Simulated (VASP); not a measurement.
Runs of VASP 6.6.1 on AlRu. The structure is that of space group Pm-3m (No. 221), or close to it. The cells are those of the table. 

```csv
cell,gap on the mesh (eV),pressure (GPa)
"a = 2.992 Å, angles 90.0, 91.7, 90.0°, 2 atoms",none,2.8
"a = 2.992 Å, angles 90.0, 89.1, 90.0°, 2 atoms",none,2.7
"a = 2.992 Å, angles 90.0, 88.7, 90.0°, 2 atoms",none,2.7
"a = 2.992 Å, angles 90.0, 87.9, 90.0°, 2 atoms",none,(a)
```

Alike in all rows: task single point; level PBE; potentials or basis VASP PAW PBE potentials, release 64 (Al, Ru_pv); no spin polarisation; k mesh 16 × 16 × 16; cutoff (eV) 520; smearing gaussian 0.15 eV.

Question: Fill in the values left out.

Answer: (a) 2.9.

A k mesh can miss the band edges, and the runs leave out spin-orbit coupling on Ru.

A gap of «none» marks levels without a gap at the run's occupations.
